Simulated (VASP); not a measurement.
Write the native input for VASP 6.6.1 that does the following.

```yaml
Task: single point
Functional: PBE
Potentials_or_basis: VASP PAW PBE potentials, release 64 (Ga_d, N)
Cutoff: 520 eV
k_mesh: 4 × 4 × 7
Occupations: gaussian, width 0.01 eV
Spin: no spin polarisation
Dipole_correction: no
Further_INCAR_settings: ALGO = Normal; EDIFF = 1e-07; NBANDS = 46
```

The structure of GaN lies in POSCAR:

```
GaN
1.0
    5.4218072100      0.0000000000      0.0000000000
    0.0000000000      5.0179562000      0.0000000000
    0.0000000000      0.0000000000      3.2975008884
Ga N
4 4
Direct
    0.3319837634     -0.0040523348      0.0000000000
    0.6680162366      0.4959476652      0.0000000000
    0.1680162366      0.4959476652      0.5000000000
    0.8319837634     -0.0040523348      0.5000000000
    0.3273901450      0.3807868118      0.0000000000
    0.6726098550      0.8807868118      0.0000000000
    0.1726098550      0.8807868118      0.5000000000
    0.8273901450      0.3807868118      0.5000000000
```

These files were run (other wordings do the same):

INCAR

```
SYSTEM = GaN
PREC = Accurate
ENCUT = 520
EDIFF = 1E-7
ISMEAR = 0
SIGMA = 0.01
LREAL = .FALSE.
LASPH = .TRUE.
NELM = 100
ALGO = Normal
ISIF = 2
LWAVE = .FALSE.
LCHARG = .FALSE.
GGA = PE
NBANDS = 46
```

KPOINTS

```
Automatic mesh
0
G
  4 4 7
  0 0 0
```

Potentials or basis: VASP PAW PBE potentials, release 64 (Ga_d, N).

The run is started by

```bash
$ cat potpaw_PBE.64/Ga_d/POTCAR potpaw_PBE.64/N/POTCAR > POTCAR
$ mpirun -np 1 vasp_std > vasp.out
```

It gave:

The pressure is 8.9 GPa. The largest force is 0.004 eV/Å and the band gap on the k mesh is 1.93 eV.

Caveat: the stress differs along the axes, from -0 to 16 GPa.

Run time: 4.2 min on 1 thread of Intel(R) Xeon(R) Platinum 8259CL CPU @ 2.50GHz (Skylake/Cascade Lake), on a shared host, peak memory 0.25 GiB.
